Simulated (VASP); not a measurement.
Write the native input for VASP 6.6.1 that does the following.

```yaml
Task: single point
Functional: PBE
Potentials_or_basis: VASP PAW PBE potentials, release 64 (Al)
Cutoff: 520 eV
k_mesh: 20 × 20 × 20
Occupations: gaussian, width 0.15 eV
Spin: no spin polarisation
Dipole_correction: no
Further_INCAR_settings: ALGO = Fast; EDIFF = 1e-06; NBANDS = 8
```

The structure of Al lies in POSCAR:

```
Al
1.0
    0.0000000000      2.0189200500      2.0239800000
    2.0290399500      0.0000000000      2.0239800000
    2.0290399500      2.0189200500      0.0000000000
Al
1
Direct
    0.0000000000      0.0000000000      0.0000000000
```

This cell differs from its parent crystal: strain +0.0025 x Voigt [1, -1, 0, 0, 0, 0].

One way to write it, as run:

INCAR

```
PREC = Accurate
ENCUT = 520
EDIFF = 1E-6
ISMEAR = 0
SIGMA = 0.15
LREAL = False
LASPH = True
NELM = 60
ALGO = Fast
ISIF = 2
LWAVE = False
LCHARG = False
GGA = PE
NBANDS = 8
```

KPOINTS

```
Automatic mesh
0
Gamma
  20 20 20
```

Potentials or basis: VASP PAW PBE potentials, release 64 (Al).

Run with:

```bash
$ cat potpaw_PBE.64/Al/POTCAR > POTCAR
$ mpirun -np 1 vasp_std > vasp.out
```

Results of the run:

| Item | Value |
| --- | --- |
| Pressure | -0.5 GPa |

Caveat: the cell differs from its parent crystal (strain +0.0025 x Voigt [1, -1, 0, 0, 0, 0]).

Wall time 60 s on 1 thread of Intel Xeon 6975P-C, on a shared host, peak memory 0.25 GiB.
